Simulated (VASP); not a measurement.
The system is HfN.

```
CELL_PARAMETERS angstrom
2.82503 0.00000 0.00000
0.00000 2.82503 0.00000
0.00000 0.00000 2.82503
ATOMIC_POSITIONS crystal
Hf 0.50000 0.50000 0.50000
N 0.00000 0.00000 0.00000
```

```yaml
Program: VASP 6.6.1
Task: relaxation of cell and atoms
Functional: PBEsol-based global hybrid with 25 % exact exchange
Potentials_or_basis: VASP PAW PBE potentials, release 64 (Hf_pv, N)
Cutoff: 600 eV
k_mesh: 5 × 5 × 5
Occupations: fermi-dirac, width 0.05 eV
Spin: no spin polarisation
```

At the start: pressure -17.2 GPa; volume 11.27 Å³/atom.

Where does the relaxation end?

Over 4 steps the energy falls by 43.1 meV/atom and the volume is 10.52 Å³/atom (-6.7 %); space group Pm-3m (No. 221, to 0.1 Å) before and after.

The path:
| step | energy change (eV) | largest force (eV/Å) | pressure (GPa) | volume (Å³) |
| --- | --- | --- | --- | --- |
| 1 | 0.0000 | 0.0000 | -17.23 | 22.55 |
| 2 | 0.1694 | 0.0000 | 40.70 | 18.82 |
| 3 | -0.0862 | 0.0000 | -0.61 | 21.08 |
| 4 | -0.0863 | 0.0000 | -0.15 | 21.04 |

Final structure:
```cif
data_structure
_symmetry_space_group_name_H-M 'P 1'
_symmetry_Int_Tables_number 1
_cell_length_a 2.7608
_cell_length_b 2.7608
_cell_length_c 2.7608
_cell_angle_alpha 90.000
_cell_angle_beta 90.000
_cell_angle_gamma 90.000
_cell_volume 21.04
loop_
_atom_site_label
_atom_site_type_symbol
_atom_site_fract_x
_atom_site_fract_y
_atom_site_fract_z
_atom_site_occupancy
Hf1 Hf 0.50000 0.50000 0.50000 1
N1 N 0.00000 0.00000 0.00000 1
```

Caveat: the k points lie up to 0.46 Å⁻¹ apart in the final cell, too coarse for converged energies and pressures of a metal; the PAW data sets were made with another functional, which shifts forces and pressure a little.
